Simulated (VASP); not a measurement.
Wanted: the native input for a VASP 6.6.1 run.

```
Task                   : relaxation of cell and atoms
Functional             : PBE
Potentials or basis    : VASP PAW PBE potentials, release 64 (Y_sv, Mg, Cd, Se)
Cutoff                 : 600 eV
k mesh                 : 4 × 4 × 4
Occupations            : gaussian, width 0.2 eV
Spin                   : no spin polarisation
Dipole correction      : no
Further INCAR settings : ALGO = Normal; EDIFF = 1e-06; IBRION = 2; EDIFFG = -0.08; NSW = 36; ISIF = 3
```

The structure of YMg2CdSe lies in POSCAR:

```
YMg2CdSe
1.0
   -3.3958103900      3.3958103900      4.9361210700
    3.3958103900     -3.3958103900      4.9361210700
    3.3958103900      3.3958103900     -4.9361210700
Y Mg Cd Se
2 4 2 2
Direct
    0.7500000000      0.2500000000      0.5000000000
    0.2500000000      0.7500000000      0.5000000000
    0.7446070200      0.2446070200      0.9892140400
    0.2553929800      0.7553929800      0.0107859600
    0.7553929800      0.7446070200      0.5000000000
    0.2446070200      0.2553929800      0.5000000000
    0.5000000000      0.0000000000      0.5000000000
    0.0000000000      0.5000000000      0.5000000000
    0.0000000000      0.0000000000      0.0000000000
    0.5000000000      0.5000000000      0.0000000000
```

The cell was generated, and may not be a known phase.

One way to write it, as run:

INCAR

```
SYSTEM = YMg2CdSe
ALGO = Normal ; EDIFF = 1E-6
EDIFFG = -0.08 ; ENCUT = 600
GGA = PE ; IBRION = 2
ISIF = 3 ; ISMEAR = 0
LASPH = .TRUE. ; LCHARG = .FALSE.
LREAL = .FALSE. ; LWAVE = .FALSE.
NELM = 60 ; NSW = 36
PREC = Accurate ; SIGMA = 0.2
```

KPOINTS

```
k-points
0
G
  4 4 4
  0 0 0
```

Potentials or basis: VASP PAW PBE potentials, release 64 (Y_sv, Mg, Cd, Se).

Run with:

```sh
$ cat potpaw_PBE.64/Y_sv/POTCAR potpaw_PBE.64/Mg/POTCAR potpaw_PBE.64/Cd/POTCAR potpaw_PBE.64/Se/POTCAR > POTCAR
$ mpirun -np 1 vasp_std > vasp.out
```

It gave:

The relaxed volume is 34.95 Å³/atom and the relaxed cell is a = 7.970 Å, b = 7.970 Å, c = 7.970 Å, α = 121.50°, β = 121.50°, γ = 87.42°. The space group after relaxing (to 0.1 Å) is P4/mmm (No. 123), the energy gained by relaxing is 802.6 meV/atom and the ionic steps are 7. The pressure after relaxing is 0.1 GPa, the largest force after relaxing is 0.070 eV/Å and the band gap on the k mesh is zero (bands 33 and 34 overlap by 0.97 eV).

Caveat: the volume moved by over 15 % at a fixed basis, so the end points are rough; the relaxation stopped at a loose force limit of 0.08 eV/Å, so its end isn't a converged minimum.

Wall time 11 min on 1 thread of AMD EPYC 9R45 96-Core Processor (Zen 5) (shared host), peak memory 0.55 GiB.
